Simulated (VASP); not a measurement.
Here is a VASP 6.6.1 calculation.

INCAR

```
PREC = Accurate
ENCUT = 520
EDIFF = 1E-6
ISMEAR = 0
SIGMA = 0.1
LREAL = False
LASPH = True
NELM = 60
ALGO = Normal
ISIF = 2
LWAVE = False
LCHARG = False
GGA = PE
NBANDS = 23
```

The input KPOINTS:

```
Automatic mesh
0
Gamma
  4 4 4
```

POSCAR

```
LiGaI2
1.0
    5.4633750146      0.0000000000      0.0000000000
    0.0000000000      5.4633750146      0.0000000000
    0.0000000000      0.0000000000      5.7429638104
Li Ga I
1 1 2
Direct
    0.0000000000      0.0000000000      0.6419365016
    0.0000000000      0.0000000000      0.1439381359
    0.5000000000      0.0000000000      0.4244769662
    0.0000000000      0.5000000000      0.4244769662
```

Potentials or basis: VASP PAW PBE potentials, release 64 (Li_sv, Ga_d, I).

Launch:

```console
$ cat potpaw_PBE.64/Li_sv/POTCAR potpaw_PBE.64/Ga_d/POTCAR potpaw_PBE.64/I/POTCAR > POTCAR
$ mpirun -np 1 vasp_std > vasp.out
```

**Question.** Estimate the largest force.

**Answer.** 0.029 eV/Å.

**Question.** Predict the band gap on the k mesh.

**Answer.** 0.21 eV, indirect (least direct gap 1.02 eV).

Forces on the atoms (eV/Å):
```
Li   0.000  0.000 -0.007
Ga   0.000  0.000  0.029
I    0.000  0.000 -0.011
I    0.000  0.000 -0.011
```

Caveat: spin-orbit coupling is left out, which moves the levels of the heavy elements. A k mesh can miss the band edges.
